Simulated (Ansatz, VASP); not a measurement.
HfC in VASP and in Ansatz

```
Hf C
1.0
     0.00000    2.32500    2.32500
     2.32500    0.00000    2.32500
     2.32500    2.32500    0.00000
Hf C
1 1
Cartesian
  2.3250 2.3250 2.3250
  0.0000 0.0000 0.0000
```

Alike in both runs: task relaxation of cell and atoms; functional BLYP; k mesh 10 × 10 × 10; occupations fermi-dirac, width 0.05 eV; no spin polarisation.

```csv
,VASP,Ansatz
version,VASP 6.6.1,Ansatz 0.2.0
potentials or method,"VASP PAW PBE potentials, release 64 (Hf_pv, C), cutoff 600 eV","all-electron LAPW, scalar-relativistic"
```

VASP gave:

```
relaxed volume (Å³/atom)                                     : 12.98
relaxed cell length with the largest relative difference (Å) : 3.323
```

Which values does Ansatz return?

Relaxed volume (Å³/atom): 12.99; relaxed cell length with the largest relative difference (Å): 3.324.

VASP's potentials were made for PBE, not for BLYP. Ansatz ran all-electron here, and VASP with PAW potentials.

Spin-orbit coupling is off throughout.
